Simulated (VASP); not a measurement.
Set up this calculation in VASP 6.6.1, as the native input.

```yaml
Task: single point
Functional: PBE
Potentials_or_basis: VASP PAW PBE potentials, release 64 (Yb)
Cutoff: 520 eV
k_mesh: 17 × 17 × 17
Occupations: methfessel-paxton, width 0.1 eV
Spin: no spin polarisation
Dipole_correction: no
Further_INCAR_settings: ALGO = Normal; EDIFF = 1e-06; NBANDS = 18
```

The structure of Yb lies in POSCAR:

```
Yb
1.0
    0.0000000000      2.5831694154      2.5831694154
    2.5831694154      0.0000000000      2.5831694154
    2.5831694154      2.5831694154      0.0000000000
Yb
1
Direct
    0.0000000000      0.0000000000      0.0000000000
```

These files were run (other wordings do the same):

INCAR

```
PREC = Accurate
ENCUT = 520
EDIFF = 1E-6
ISMEAR = 1
SIGMA = 0.1
LREAL = False
LASPH = True
NELM = 100
ALGO = Normal
ISIF = 2
LWAVE = False
LCHARG = True
GGA = PE
LELF = True
LVHAR = True
NBANDS = 18
```

KPOINTS

```
regular mesh
0
Gamma
  17 17 17
```

Potentials or basis: VASP PAW PBE potentials, release 64 (Yb).

Launch:

```sh
$ cat potpaw_PBE.64/Yb/POTCAR > POTCAR
$ mpirun -np 1 vasp_std > vasp.out
```

It gave:

- Pressure: -1.2 GPa
- Band gap on the k mesh: zero (bands 12 and 13 overlap by 0.03 eV)

Caveat: spin-orbit coupling is left out, which moves the levels of the heavy elements.

It took 8.3 min on 1 thread of Intel(R) Xeon(R) Platinum 8488C (Sapphire Rapids), with other jobs on the host, peak memory 0.27 GiB.
